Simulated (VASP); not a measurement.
**In3Ga2P5: single point with PBE**

Crystal: In3Ga2P5.

```
In Ga P
1.0
     1.96251    1.13306   16.02386
    -1.96251    1.13306   16.02386
     0.00000   -2.26612   16.02386
In Ga P
3 2 5
Direct
  0.30000 0.30000 0.30000
  0.50000 0.50000 0.50000
  0.70000 0.70000 0.70000
  0.90000 0.90000 0.90000
  0.10000 0.10000 0.10000
  0.60000 0.60000 0.60000
  0.20000 0.20000 0.20000
  0.80000 0.80000 0.80000
  0.40000 0.40000 0.40000
  0.00000 0.00000 0.00000
```

| Quantity | Value |
| --- | --- |
| Program | VASP 6.6.1 |
| Task | single point |
| Functional | PBE |
| Potentials or basis | VASP PAW PBE potentials, release 64 (In_d, Ga_d, P) |
| Cutoff | 520 eV |
| k mesh | 6 × 6 × 6 |
| Occupations | gaussian, width 0.1 eV |
| Spin | no spin polarisation |

- Pressure: -4.8 GPa
- Largest force: 0.607 eV/Å
- Band gap on the k mesh: zero (band 45 reaches 6.17 eV, above the bottom of band 46 at 5.45 eV)

Forces on the atoms (eV/Å):
```
In   0.000  0.000 -0.189
In   0.000  0.000  0.000
In   0.000  0.000  0.189
Ga   0.000  0.000  0.025
Ga   0.000  0.000 -0.025
P    0.000  0.000 -0.607
P    0.000  0.000  0.597
P    0.000  0.000 -0.597
P    0.000  0.000  0.607
P    0.000  0.000  0.000
```

Stress tensor (GPa, compression positive):
```
-5.11  0.00  0.00
 0.00 -5.11  0.00
 0.00  0.00 -4.22
```

Levels at points of the mesh, in eV from the Fermi level:
| k point | band 42 | band 43 | band 44 | band 45 | band 46 | band 47 | band 48 | band 49 |
| --- | --- | --- | --- | --- | --- | --- | --- | --- |
| (0.00, 0.00, 0.00) | 0.02 | 0.08 | 0.08 | 0.08 | 0.08 | 2.05 | 2.43 | 2.60 |
| (0.50, 0.00, 0.00) | -1.40 | -1.27 | -1.03 | -0.97 | 0.13 | 0.14 | 0.78 | 1.09 |
| (0.50, 0.50, 0.00) | -1.57 | -0.66 | -0.65 | -0.41 | -0.28 | -0.28 | -0.05 | 2.15 |
| (0.50, 0.50, 0.50) | 0.01 | 0.01 | 0.13 | 0.13 | 1.20 | 1.35 | 2.55 | 2.61 |

Wall time 70 min on 1 thread of Intel(R) Xeon(R) 6975P-C (Granite Rapids), on a shared host, peak memory 2.8 GiB.

Caveat: spin-orbit coupling is left out, which moves the levels of the heavy elements.
